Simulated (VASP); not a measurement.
# PbO (P4/mmm) in VASP: single point with r2SCAN

Aim: the single point of PbO with r2SCAN.

Everything below comes from runs of VASP 6.6.1. Logs are shortened: lines on timing, memory, paths and dates and some standing lists are left out, and cuts for length are marked.

### Step 1. The cell of the first run

It takes space group P4/mmm (No. 123, tetragonal). Conventional cell: a = 3.179 Å, b = 3.179 Å, c = 3.035 Å, α = 90.00°, β = 90.00°, γ = 90.00°. Pb (site symmetry 4/mmm) has 8 O at 2.71 Å and 6 Pb at 3.04 to 3.18 Å within 3.6 Å. O (site symmetry 4/mmm) has 8 Pb at 2.71 Å and 6 O at 3.04 to 3.18 Å within 3.6 Å.

### Step 2. Single point, r2SCAN (uniaxial z strain -4.5%)

The input, POSCAR:

```
PbO
1.0
    3.1793716463      0.0000000000      0.0000000000
    0.0000000000      3.1793716463      0.0000000000
    0.0000000000      0.0000000000      3.0350281735
Pb O
1 1
Direct
    0.0000000000      0.0000000000      0.0000000000
    0.5000000000      0.5000000000      0.5000000000
```

The input, INCAR.step1:

```
  PREC = Accurate
  ENCUT = 520
  ISMEAR = -1
  SIGMA = 0.02
  LREAL = F
  LASPH = T
  NELM = 100
  NBANDS = 17
  GGA = PE
  ALGO = Normal
  EDIFF = 1E-4
  LWAVE = T
  LCHARG = F
```

The input, INCAR.step2:

```
  PREC = Accurate
  ENCUT = 520
  EDIFF = 1E-6
  ISMEAR = -1
  SIGMA = 0.02
  LREAL = F
  LASPH = T
  NELM = 100
  ALGO = Normal
  ISIF = 2
  LWAVE = F
  LCHARG = F
  METAGGA = R2SCAN
  LMIXTAU = T
  NBANDS = 17
  ISTART = 1
```

The input, KPOINTS:

```
Automatic mesh
0
Gamma
  8 8 8
```

Potentials or basis: VASP PAW PBE potentials, release 64 (Pb_d, O).

On the command line:

```
cat potpaw_PBE.64/Pb_d/POTCAR potpaw_PBE.64/O/POTCAR > POTCAR
cp INCAR.step1 INCAR
mpirun -np 1 vasp_std > vasp.out
cp INCAR.step2 INCAR
mpirun -np 1 vasp_std > vasp.out
```

OUTCAR:

```text
PREC = Accurate
   ENCUT = 520
   EDIFF = 1E-6
   ISMEAR = -1
   LREAL = F
   LASPH = T
   NELM = 100
   ISIF = 2
   METAGGA = R2SCAN
   ISTART = 1

 ion  position               nearest neighbor table
   1  0.000  0.000  0.000-   2 2.71   2 2.71   2 2.71   2 2.71   2 2.71   2 2.71   2 2.71   2 2.71

   2  0.500  0.500  0.500-   1 2.71   1 2.71   1 2.71   1 2.71   1 2.71   1 2.71   1 2.71   1 2.71

  LATTYP: Found a simple tetragonal cell.
 ALAT       =     3.1793716463
 C/A-ratio  =     0.9546000000

  Lattice vectors:

 A1 = (   3.1793716463,   0.0000000000,   0.0000000000)
 A2 = (   0.0000000000,   3.1793716463,   0.0000000000)
 A3 = (   0.0000000000,   0.0000000000,   3.0350281735)

Analysis of symmetry for initial positions (statically):
=====================================================================
 Subroutine PRICEL returns:
 Original cell was already a primitive cell.

 Routine SETGRP: Setting up the symmetry group for a
 simple tetragonal supercell.

 Subroutine GETGRP returns: Found 16 space group operations
 (whereof 16 operations were pure point group operations)
 out of a pool of 16 trial point group operations.

The static configuration has the point symmetry D_4h.

Analysis of symmetry for dynamics (positions and initial velocities):
=====================================================================
 Subroutine PRICEL returns:
 Original cell was already a primitive cell.

 Routine SETGRP: Setting up the symmetry group for a
 simple tetragonal supercell.

 Subroutine GETGRP returns: Found 16 space group operations
 (whereof 16 operations were pure point group operations)
 out of a pool of 16 trial point group operations.

The dynamic configuration has the point symmetry D_4h.

 Subroutine INISYM returns: Found 16 space group operations
 (whereof 16 operations are pure point group operations),
 and found     1 'primitive' translations

----------------------------------------------------------------------------------------

                                     Primitive cell

  volume of cell :      30.6793

  direct lattice vectors                    reciprocal lattice vectors
     3.179371646  0.000000000  0.000000000     0.314527558  0.000000000  0.000000000
     0.000000000  3.179371646  0.000000000     0.000000000  0.314527558  0.000000000
     0.000000000  0.000000000  3.035028174     0.000000000  0.000000000  0.329486233

  length of vectors
     3.179371646  3.179371646  3.035028174     0.314527558  0.314527558  0.329486233

  position of ions in fractional coordinates (direct lattice)
     0.000000000  0.000000000  0.000000000
     0.500000000  0.500000000  0.500000000
[... 78 lines left out ...]
   LREAL  =      F    real-space projection
   EDIFFG = 0.1E-04   stopping-criterion for IOM
   NSW    =      0    number of steps for IOM
   IBRION =     -1    ionic relax: 0-MD 1-quasi-New 2-CG
   NFREE  =      0    steps in history (QN), initial steepest desc. (CG)
   ISIF   =      2    stress and relaxation
   ISYM   =      2    0-nonsym 1-usesym 2-fastsym
   POTIM  = 0.5000    time-step for ionic-motion
   TEBEG  =    0.0;   TEEND  =   0.0 temperature during run
   PSTRESS=    0.0 pullay stress
   NELECT =      20.0000    total number of electrons
   NUPDOWN=      -1.0000    fix difference up-down
   EMIN   =  10.00;   EMAX   =-10.00  energy-range for DOS
   EFERMI =   0.00;   METHOD = LEGACY
   ISMEAR =    -1;   SIGMA  =   0.02  broadening in eV -4-tet -1-fermi 0-gaus
   EFERMI_NEDOS =   21; number of points for ismear=-14 and -15
   IALGO  =     38    algorithm
   IMIX   =      4    mixing-type and parameters
     AMIX     =   0.40;   BMIX     =  1.00
     AMIX_MAG =   1.60;   BMIX_MAG =  1.00
  volume/ion in A,a.u.               =      15.34       103.52
  Fermi-wavevector in a.u.,A,eV,Ry     =   1.419503  2.682472 27.415596  2.014989
  Thomas-Fermi vector in A             =   2.540517
   LORBIT       =      0    0 simple, 1 ext, 2 COOP (PROOUT), +10 PAW based schemes
   METAGGA = R2SCAN    functional components
   LHFCALC =     F    Hartree Fock is set to
   AEXX    =    0.0000 exact exchange contribution
   IVDW    =     0    specifies the selected vdW correction
   LEPSILON=     F    determine dielectric tensor
   LRPA    =     F    only Hartree local field effects (RPA)
 non-spin polarized calculation
  energy-cutoff  :      520.00
  volume of cell :       30.68
 maximum number of plane-waves:       844
 NGX is ok and might be reduce to    24
   NGX = 11   NGY = 11   NGZ = 11

 number of electron      20.0000002 magnetization

 Free energy of the ion-electron system (eV)
  ---------------------------------------------------
  ext. energy  EPLUGINS =         0.00000000
  ---------------------------------------------------
  free energy    TOTEN  =       -63.60487686 eV

  energy without entropy =      -63.60487571  energy(sigma->0) =      -63.60487629

 E-fermi :   7.9378     XC(G=0): -12.2258

 val. band max:        7.7651157345   @ k =   0.5000   0.0000   0.1250
 cond. band min:       8.0876537663   @ k =   0.0000   0.0000   0.5000
 fundamental gap:      0.3225380318
 Fermi energy:         7.9378228317

 k-point     1 :       0.0000    0.0000    0.0000
  band No.  band energies     occupation
      1     -10.9001      2.00000
      2     -10.0210      2.00000
      3      -9.8323      2.00000
      4      -9.1104      2.00000
      5      -9.1008      2.00000
      6      -9.1008      2.00000
[... 457 lines left out ...]
      4      -9.3395      2.00000
      5      -9.1519      2.00000
      6      -8.9651      2.00000
[... 9 lines left out ...]
     16      24.2907      0.00000
     17      27.5528      0.00000

 [... further k-points ...]

------------------------ aborting loop because EDIFF is reached ----------------------------------------

  FORCE on cell =-STRESS in cart. coord.  units (eV):
  Direction    XX          YY          ZZ          XY          YZ          ZX
  --------------------------------------------------------------------------------------
  -------------------------------------------------------------------------------------
  Total        0.4720741      0.4720741      2.4484703      0.0000000      0.0000000     -0.0000000
  in kB       24.6533212     24.6533212    127.8674770      0.0000000      0.0000000     -0.0000000
  external PRESSURE =      59.0580398 kB  Pullay stress =       0.0000000 kB

 VOLUME and BASIS-vectors are now :
 -----------------------------------------------------------------------------
  energy-cutoff  :      520.00
  volume of cell :       30.68
      direct lattice vectors                 reciprocal lattice vectors
     3.179371646  0.000000000  0.000000000     0.314527558  0.000000000  0.000000000
     0.000000000  3.179371646  0.000000000     0.000000000  0.314527558  0.000000000
     0.000000000  0.000000000  3.035028174     0.000000000  0.000000000  0.329486233

 POSITION                                       TOTAL-FORCE (eV/Angst)
 -----------------------------------------------------------------------------------
      0.00000      0.00000      0.00000         0.000000      0.000000      0.000000
      1.58969      1.58969      1.51751         0.000000      0.000000      0.000000
 -----------------------------------------------------------------------------------
    total drift:                                0.000000      0.000000     -0.000000

  FREE ENERGIE OF THE ION-ELECTRON SYSTEM (eV)
  ---------------------------------------------------
  free  energy   TOTEN  =       -63.6048768643 eV

  energy  without entropy=      -63.6048757078  energy(sigma->0) =      -63.60487629
```

OUTCAR.step1:

```text
PREC = Accurate
   ENCUT = 520
   ISMEAR = -1
   LREAL = F
   LASPH = T
   NELM = 100
[... 701 lines left out ...]
 -----------------------------------------------------------------------------------
      0.00000      0.00000      0.00000         0.000000      0.000000      0.000000
      1.58969      1.58969      1.51751         0.000000      0.000000      0.000000
 -----------------------------------------------------------------------------------
    total drift:                                0.000000      0.000000     -0.000000

  FREE ENERGIE OF THE ION-ELECTRON SYSTEM (eV)
  ---------------------------------------------------
  free  energy   TOTEN  =        -9.6569941582 eV

  energy  without entropy=       -9.6569694333  energy(sigma->0) =       -9.65698180
```

Wall time 77 s (1 thread of Intel Xeon Platinum 8259CL at 2.50GHz (Skylake/Cascade Lake), shared host); peak memory 0.17 GiB.

What came out:

```
Free energy            : -63.6049 eV
Pressure               : 5.9 GPa
Band gap on the k mesh : 0.32 eV (least direct gap 0.39 eV)
```

Caveat: the cell differs from its parent crystal (uniaxial z strain -4.5%); the cell stands under pressure; the PAW data sets were made with another functional, which shifts forces and pressure a little; spin-orbit coupling is left out, which moves the levels of the heavy elements. A k mesh can miss the band edges.
